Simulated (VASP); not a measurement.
# SnO2 in VASP: notebook, part 2 of 2

VASP 6.6.1. The steps go on from the part before.

## Step 3: Single point, PBE+D3(BJ)

Input file INCAR:

```
SYSTEM = SnO2
PREC = Accurate ; ENCUT = 520
EDIFF = 1E-7 ; ISMEAR = -1
SIGMA = 0.0259 ; LREAL = Auto
LASPH = .TRUE. ; NELM = 100
ALGO = Normal ; ISIF = 2
LWAVE = .FALSE. ; LCHARG = .TRUE.
GGA = PE ; IVDW = 12
LELF = .TRUE. ; LVHAR = .TRUE.
NBANDS = 122
```

Input file KPOINTS:

```
Automatic mesh
0
Gamma
  3 3 2
  0 0 0.5
```

Input file POSCAR:

```
SnO2
1.0
   -6.4750747600      0.0000000000      0.0000000000
   -3.2375373800      5.6075792336      0.0000000000
   -3.2375373800      1.8691930778     -8.5860472696
Sn O
8 16
Direct
    0.9288455762      0.9306509747      0.2056742695
    0.4442610192      0.4313098026      0.7004472269
    0.9344549228      0.4424943615      0.6984226632
    0.4411099874      0.9315289719      0.1964085390
    0.9368772608      0.9310560740      0.7027065902
    0.4244782198      0.4263040337      0.2050362576
    0.4361220698      0.9298321524      0.7002960514
    0.9269325622      0.4312689296      0.2078941501
    0.0669007618      0.5678473882      0.8156416777
    0.5776566529      0.0369080638      0.3227131080
    0.5717547426      0.5416661746      0.8272141740
    0.0545057640      0.0687668875      0.3201939046
    0.5727714630      0.0506217168      0.8158294242
    0.0526944171      0.5570293479      0.3323502551
    0.7935412457      0.8071867760      0.5913873801
    0.2991735395      0.2975981384      0.0900548268
    0.5554660419      0.5591127708      0.3200952561
    0.0639597374      0.0662193455      0.8012782581
    0.7977953213      0.3123654635      0.0883760567
    0.3041319736      0.7989719565      0.5891453705
    0.8067740619      0.7966359499      0.0847353826
    0.3052237818      0.3127269669      0.5898158770
    0.2936024013      0.7956715421      0.0856314876
    0.7974619739      0.3099578433      0.5886860206
```

Potentials or basis: VASP PAW PBE potentials, release 64 (Sn_d, O).

Started as:

```bash
cat potpaw_PBE.64/Sn_d/POTCAR potpaw_PBE.64/O/POTCAR > POTCAR
mpirun -np 1 vasp_std > vasp.out
```

OUTCAR:

```text
SYSTEM = SnO2
   PREC = Accurate
   ENCUT = 520
   EDIFF = 1E-7
   ISMEAR = -1
   LREAL = Auto
   LASPH = .TRUE.
   NELM = 100
   ISIF = 2
   GGA = PE
   IVDW = 12
 IVDW          = 12

 ion  position               nearest neighbor table
   1  0.929  0.931  0.206-  10 2.02  23 2.09  12 2.15  14 2.15  21 2.16  19 2.17   4 3.19   8 3.23
                             6 3.24   6 3.24   8 3.24   4 3.29
   2  0.444  0.431  0.700-  24 2.01  20 2.09  22 2.09  11 2.11   9 2.14  13 2.16   7 3.20   3 3.20
                             5 3.21   5 3.26   3 3.27   7 3.27
   3  0.934  0.442  0.698-  15 2.06  22 2.10  11 2.11  18 2.11   9 2.14  24 2.14   5 3.19   7 3.19
                             2 3.20   2 3.27   7 3.28   5 3.29
   4  0.441  0.932  0.196-  16 2.07  21 2.08  10 2.13  17 2.14  12 2.21  23 2.22   6 3.18   1 3.19
                             8 3.19   8 3.28   1 3.29   6 3.30
   5  0.937  0.931  0.703-  18 2.02   9 2.07  13 2.07  20 2.09  15 2.14  24 2.15   3 3.19   2 3.21
                             7 3.22   7 3.25   2 3.26   3 3.29
   6  0.424  0.426  0.205-  16 2.10  23 2.11  19 2.13  14 2.15  17 2.15  10 2.21   4 3.18   8 3.20
                             1 3.24   1 3.24   8 3.28   4 3.30
   7  0.436  0.930  0.700-  15 2.03  18 2.09  20 2.12  13 2.12  22 2.16  11 2.22   3 3.19   2 3.20
                             5 3.22   5 3.25   2 3.27   3 3.28
   8  0.927  0.431  0.208-  12 2.06  21 2.10  19 2.11  17 2.11  16 2.12  14 2.16   4 3.19   6 3.20
                             1 3.23   1 3.24   6 3.28   4 3.28
   9  0.067  0.568  0.816-   5 2.07   3 2.14   2 2.14
  10  0.578  0.037  0.323-   1 2.02   4 2.13   6 2.21
  11  0.572  0.542  0.827-   3 2.11   2 2.11   7 2.22
  12  0.055  0.069  0.320-   8 2.06   1 2.15   4 2.21
  13  0.573  0.051  0.816-   5 2.07   7 2.12   2 2.16
  14  0.053  0.557  0.332-   6 2.15   1 2.15   8 2.16
[... 8 lines left out ...]
  23  0.294  0.796  0.086-   1 2.09   6 2.11   4 2.22
  24  0.797  0.310  0.589-   2 2.01   3 2.14   5 2.15

  LATTYP: Found a trigonal (rhomboedric) cell.
 ALAT       =     9.3646002993
 COS(alpha) =     0.7609542166

  Lattice vectors:

 A1 = (   3.2375373800,   1.8691930778,  -8.5860472696)
 A2 = (   0.0000000000,  -3.7383861558,  -8.5860472696)
 A3 = (  -3.2375373800,   1.8691930778,  -8.5860472696)

Analysis of symmetry for initial positions (statically):
[... 203 lines left out ...]
   IVDW    =    12    specifies the selected vdW correction
   LEPSILON=     F    determine dielectric tensor
   LRPA    =     F    only Hartree local field effects (RPA)
 non-spin polarized calculation
  energy-cutoff  :      520.00
  volume of cell :      311.76
 maximum number of plane-waves:      8407
   NGX = 25   NGY = 25   NGZ = 35

 number of electron     208.0000004 magnetization

 Free energy of the ion-electron system (eV)
  ---------------------------------------------------
  ext. energy  EPLUGINS =         0.00000000
  ---------------------------------------------------
  free energy    TOTEN  =      -144.67302824 eV

  energy without entropy =     -144.67302824  energy(sigma->0) =     -144.67302824

 E-fermi :   5.5420     XC(G=0): -10.7280

 val. band max:        4.8799827232   @ k =   0.0000   0.3333   0.2500
 cond. band min:       6.7939625332   @ k =   0.0000   0.0000   0.2500
 fundamental gap:      1.9139798100
 Fermi energy:         5.5419634186

 k-point     1 :       0.0000    0.0000    0.2500
  band No.  band energies     occupation
      1     -16.1020      2.00000
      2     -16.0628      2.00000
      3     -16.0456      2.00000
      4     -15.9450      2.00000
      5     -15.8647      2.00000
      6     -15.8187      2.00000
[... 1060 lines left out ...]
    115      11.6221      0.00000
    116      12.4794      0.00000
 [bands above 116 left out]

------------------------ aborting loop because EDIFF is reached ----------------------------------------

 Edisp (eV)   -4.82221

 E8    (eV) :    -1.9172

  FORCE on cell =-STRESS in cart. coord.  units (eV):
  Direction    XX          YY          ZZ          XY          YZ          ZX
  --------------------------------------------------------------------------------------
  -------------------------------------------------------------------------------------
  Total       3.66785     3.26112     0.91777     0.78370    -2.09828    -3.60870
  in kB      18.84988    16.75963     4.71660     4.02761   -10.78350   -18.54589
  external pressure =       13.44 kB  Pullay stress =        0.00 kB

 VOLUME and BASIS-vectors are now :
 -----------------------------------------------------------------------------
  energy-cutoff  :      520.00
  volume of cell :      311.76
      direct lattice vectors                 reciprocal lattice vectors
    -6.475074760  0.000000000  0.000000000    -0.154438371 -0.089165035  0.038822676
    -3.237537380  5.607579234  0.000000000     0.000000000  0.178330070  0.038822676
    -3.237537380  1.869193078 -8.586047270     0.000000000  0.000000000 -0.116468029

 POSITION                                       TOTAL-FORCE (eV/Angst)
 -----------------------------------------------------------------------------------
     -9.69324      5.60314     -1.76593        -1.052805     -0.084084      0.282389
     -6.54073      3.72788     -6.01407         0.934169      0.049494     -0.714487
     -9.74443      3.78681     -5.99669        -0.009372     -0.751497     -0.340611
     -6.50796      5.59075     -1.68637         1.451081     -0.677586     -0.557969
    -11.35572      6.53447     -6.03347         0.456639      0.147936      0.388696
     -4.79252      2.77379     -1.76045        -0.889663      0.398772     -0.287316
[... 16 lines left out ...]
     -4.75435      4.62185     -0.73524        -0.509278      0.397586     -0.300246
     -8.07302      2.83848     -5.05449        -0.656445     -0.463300      0.682544
 -----------------------------------------------------------------------------------
    total drift:                               -0.003004      0.002437     -0.006379

  FREE ENERGIE OF THE ION-ELECTRON SYSTEM (eV)
  ---------------------------------------------------
  free  energy   TOTEN  =      -149.4952425660 eV

  energy  without entropy=     -149.4952425660  energy(sigma->0) =     -149.49524257
```

OSZICAR:

```text
N       E                     dE             d eps       ncg     rms          rms(c)
DAV:   1     0.393828926537E+04    0.39383E+04   -0.88253E+04  2404   0.266E+03
DAV:   2     0.845728158731E+03   -0.30926E+04   -0.29559E+04  2204   0.854E+02
DAV:   3    -0.618233934146E+02   -0.90755E+03   -0.86741E+03  2444   0.326E+02
DAV:   4    -0.164075984137E+03   -0.10225E+03   -0.10007E+03  2592   0.120E+02
DAV:   5    -0.168329797030E+03   -0.42538E+01   -0.42171E+01  2600   0.245E+01    0.299E+01
DAV:   6    -0.144096424389E+03    0.24233E+02   -0.93357E+01  3400   0.742E+01    0.109E+01
DAV:   7    -0.144815936850E+03   -0.71951E+00   -0.11449E+01  2440   0.102E+01    0.650E+00
DAV:   8    -0.144742807074E+03    0.73130E-01   -0.16168E+00  2992   0.692E+00    0.185E+00
DAV:   9    -0.144665741106E+03    0.77066E-01   -0.50150E-01  3096   0.493E+00    0.294E-01
DAV:  10    -0.144671388347E+03   -0.56472E-02   -0.49645E-02  2640   0.117E+00    0.187E-01
DAV:  11    -0.144672776603E+03   -0.13883E-02   -0.36154E-03  3232   0.350E-01    0.826E-02
DAV:  12    -0.144672987590E+03   -0.21099E-03   -0.57708E-04  2944   0.153E-01    0.260E-02
DAV:  13    -0.144673026142E+03   -0.38552E-04   -0.11137E-04  2848   0.567E-02    0.152E-02
DAV:  14    -0.144673028479E+03   -0.23371E-05   -0.14042E-05  2888   0.279E-02    0.842E-03
DAV:  15    -0.144673028646E+03   -0.16742E-06   -0.10955E-05  3088   0.242E-02    0.281E-03
DAV:  16    -0.144673028442E+03    0.20467E-06   -0.28165E-06  2584   0.884E-03    0.268E-03
DAV:  17    -0.144673028325E+03    0.11622E-06   -0.38633E-07  1992   0.405E-03    0.157E-03
DAV:  18    -0.144673028243E+03    0.81982E-07   -0.92957E-08  1368   0.235E-03
   1 F= -.14949524E+03 E0= -.14949524E+03  d E =-.406203E-11
```

It took 7.7 min on 1 thread of Intel Xeon Platinum 8488C (Sapphire Rapids), shared host; peak memory 0.51 GiB.

Results:

* Free energy: -149.4952 eV
* Pressure: 1.3 GPa
* Largest force: 1.696 eV/Å
* Band gap on the k mesh: 1.91 eV
* Dispersion energy per atom: -0.201 eV

Forces on the atoms (eV/Å):
```
Sn  -1.053 -0.084  0.282
Sn   0.934  0.049 -0.714
Sn  -0.009 -0.751 -0.341
Sn   1.451 -0.678 -0.558
Sn   0.457  0.148  0.389
Sn  -0.890  0.399 -0.287
Sn   0.360  0.440 -0.545
Sn   0.249  0.051 -0.260
O    0.315 -0.502 -0.231
O    1.037  1.104  0.104
O    0.145  0.820  0.569
O   -0.187 -0.938  0.128
O    0.469  0.499 -0.371
O    0.006 -0.310  0.876
O   -0.642 -0.221  0.849
O   -0.411  0.262  0.105
O    0.221  0.312  0.230
O   -0.737  0.366 -1.157
O    0.342 -0.623 -0.182
O   -0.601  0.112  0.496
O   -0.385  0.177  0.002
O    0.093 -0.566  0.235
O   -0.509  0.398 -0.300
O   -0.656 -0.463  0.683
```

Stress tensor (GPa, compression positive):
```
 1.88  0.40 -1.85
 0.40  1.68 -1.08
-1.85 -1.08  0.47
```

Levels at points of the mesh, in eV from the valence-band top:
| k point | band 100 | band 101 | band 102 | band 103 | band 104 | band 105 | band 106 | band 107 | band 108 | band 109 |
| --- | --- | --- | --- | --- | --- | --- | --- | --- | --- | --- |
| (0.00, 0.00, 0.25) | -0.55 | -0.40 | -0.26 | -0.14 | -0.12 | 1.91 | 3.21 | 4.46 | 4.77 | 4.84 |

Caveat: the atoms stand as in a frame of molecular dynamics; spin-orbit coupling is left out, which moves the levels of the heavy elements; a shifted mesh leaves out Γ, where band edges can lie; forces of over 1 eV/Å act on the atoms, so gaps and moduli don't describe the material at rest.
